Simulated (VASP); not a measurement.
**AlRu: single point with BLYP**

The system is AlRu.

```
Al Ru
1.0
     2.99240    0.00000    0.00000
     0.00000    2.99240    0.00000
     0.00000    0.00000    2.99240
Al Ru
1 1
Direct
  0.00000 0.00000 0.00000
  0.50000 0.50000 0.50000
```

```yaml
Program: VASP 6.6.1
Task: single point
Functional: BLYP
Potentials_or_basis: VASP PAW PBE potentials, release 64 (Al, Ru_pv)
Cutoff: 500 eV
k_mesh: 4 × 4 × 4
Occupations: methfessel-paxton, width 0.0051 eV
Spin: collinear spin, ferromagnetic start
Starting_moments: "[0.0, -5.0] μB"
```

* Pressure: 7.2 GPa
* Net moment: 0.06 μB per cell
* Site moments: Al -0.00; Ru +0.07 μB
* Valence electrons inside the program's atomic spheres: Al 0.80; Ru 12.86

Levels at points of the mesh, in eV from the Fermi level:
Spin up:
| k point | band 7 | band 8 | band 9 | band 10 | band 11 | band 12 |
| --- | --- | --- | --- | --- | --- | --- |
| (0.00, 0.00, 0.00) | -0.18 | -0.18 | -0.18 | 5.74 | 5.74 | 5.74 |
| (0.50, 0.00, 0.00) | -1.96 | -1.96 | 0.07 | 1.98 | 7.33 | 10.75 |
| (0.50, 0.50, 0.00) | -1.56 | -1.51 | -1.51 | 1.23 | 4.99 | 5.84 |
| (0.50, 0.50, 0.50) | 1.32 | 1.32 | 2.09 | 3.96 | 3.96 | 3.96 |
Spin down:
```
           k point  band 6  band 7  band 8  band 9  band 10  band 11
(0.00, 0.00, 0.00)   -3.80   -0.12   -0.12   -0.12     5.75     5.75
(0.50, 0.00, 0.00)   -3.02   -1.91   -1.91    0.13     2.00     7.32
(0.50, 0.50, 0.00)   -1.56   -1.56   -1.46   -1.46     1.25     5.02
(0.50, 0.50, 0.50)   -4.90    1.35    1.35    2.09     3.96     3.96
```

It took 41 s on 1 thread of Intel Xeon 8259CL (shared host), peak memory 0.14 GiB.

Caveat: the k points lie up to 0.52 Å⁻¹ apart; the PAW data sets were made with another functional, which shifts forces and pressure a little.
